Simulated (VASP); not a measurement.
Here is a VASP 6.6.1 calculation.

POSCAR

```
Y
1.0
    1.7245840000      2.9870620000      0.0000000000
   -1.7245840000      2.9870620000      0.0000000000
    0.0000000000      0.0000000000      5.3961440000
Y
2
Direct
    0.3333300000      0.3333400000      0.2500000000
    0.6666600000      0.6666700000      0.7500000000
```

Contents of INCAR.step1:

```
SYSTEM = Y
  PREC = Accurate
  ENCUT = 520
  ISMEAR = -1
  SIGMA = 0.1379
  LREAL = .FALSE.
  LASPH = .TRUE.
  NELM = 100
  NBANDS = 18
  GGA = PE
  ALGO = Normal
  EDIFF = 1E-4
  LWAVE = .TRUE.
  LCHARG = .FALSE.
```

The input INCAR.step2:

```
SYSTEM = Y
  PREC = Accurate
  ENCUT = 520
  EDIFF = 1E-6
  ISMEAR = -1
  SIGMA = 0.1379
  LREAL = .FALSE.
  LASPH = .TRUE.
  NELM = 100
  ALGO = Normal
  ISIF = 2
  LWAVE = .FALSE.
  LCHARG = .FALSE.
  METAGGA = R2SCAN
  LMIXTAU = .TRUE.
  NBANDS = 18
  ISTART = 1
```

File KPOINTS:

```
regular mesh
0
G
  11 11 6
  0 0 0
```

Potentials or basis: VASP PAW PBE potentials, release 64 (Y_sv).

Run with:

```sh
$ cat potpaw_PBE.64/Y_sv/POTCAR > POTCAR
$ cp INCAR.step1 INCAR
$ mpirun -np 1 vasp_std > vasp.out
$ cp INCAR.step2 INCAR
$ mpirun -np 1 vasp_std > vasp.out
```

Task: Estimate the pressure.

Result: 10.0 GPa.

Task: What does it give for the band gap on the k mesh?

Result: Zero (bands 11 and 12 overlap by 1.87 eV).

Stress tensor (GPa, compression positive):
```
10.21  0.00  0.00
 0.00 10.21  0.00
 0.00  0.00  9.63
```

Caveat: the cell stands under pressure; the PAW data sets were made with another functional, which shifts forces and pressure a little.
